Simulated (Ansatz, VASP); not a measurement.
## PbSe: VASP beside Ansatz

```
Pb Se
1.0
     3.78432    0.00000    0.08515
     0.00000    3.78432    0.00000
     0.08515    0.00000    3.78432
Pb Se
1 1
Direct
  0.00000 0.00000 0.00000
  0.50000 0.50000 0.50000
```

Change from the starting cell: strain +0.0450 x Voigt [0, 0, 0, 0, 1, 0], atoms carried along.

Alike in both runs: task single point; functional PBE; dispersion D3(BJ); k mesh 12 × 12 × 12; occupations gaussian, width 0.15 eV; no spin polarisation.

|  | VASP | Ansatz |
| --- | --- | --- |
| version | VASP 6.6.1 | Ansatz 0.2.0 |
| potentials or method | VASP PAW PBE potentials, release 64 (Pb_d, Se), cutoff 520 eV | scalar-relativistic, plane waves, PAW |
| valence electrons in the cell | 20 | 30 |

```csv
,VASP,Ansatz,Ansatz less VASP
gap on the k mesh at the Fermi level (eV),none,none,-
pressure (GPa),-2.2,-2.2,+0.02
"traceless stress, the component that is largest in VASP (GPa)",-0.31,-0.30,+0.003
```

A gap of «none» marks a metal or a gap that the smearing closes. VASP's potentials hold 20 valence electrons a cell and Ansatz's 30, so a difference there can come from the potentials and not from the codes.

Spin-orbit coupling is off throughout.
